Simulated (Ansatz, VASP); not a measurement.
# SnC3: VASP beside Ansatz

```xyz
4
Lattice="2.9789 0.0000 0.0000 0.0000 2.9789 0.0000 0.0000 0.0000 4.6435" Properties=species:S:1:pos:R:3 pbc="T T T"
C     1.4894    0.0000    3.8094
C     1.4894    1.4894    0.0000
C     0.0000    1.4894    0.8341
Sn    0.0000    0.0000    2.3218
```

Alike in both runs: task single point; functional r2SCAN; k mesh 6 × 6 × 4; no spin polarisation.

|  | VASP | Ansatz |
| --- | --- | --- |
| version | VASP 6.6.1 | Ansatz 0.2.0 |
| potentials or method | VASP PAW PBE potentials, release 64 (C, Sn_d) | plane waves, PAW |
| plane-wave cutoff (eV) | 520 | 500 |
| occupations | gaussian, width 0.01 eV | fixed |
| valence electrons in the cell | 26 | 26 |

|  | VASP | Ansatz | Ansatz less VASP |
| --- | --- | --- | --- |
| gap on the k mesh at the Fermi level (eV) | 0.40 | 0.40 | -0.003 |

VASP's potentials were made for PBE, not for r2SCAN.
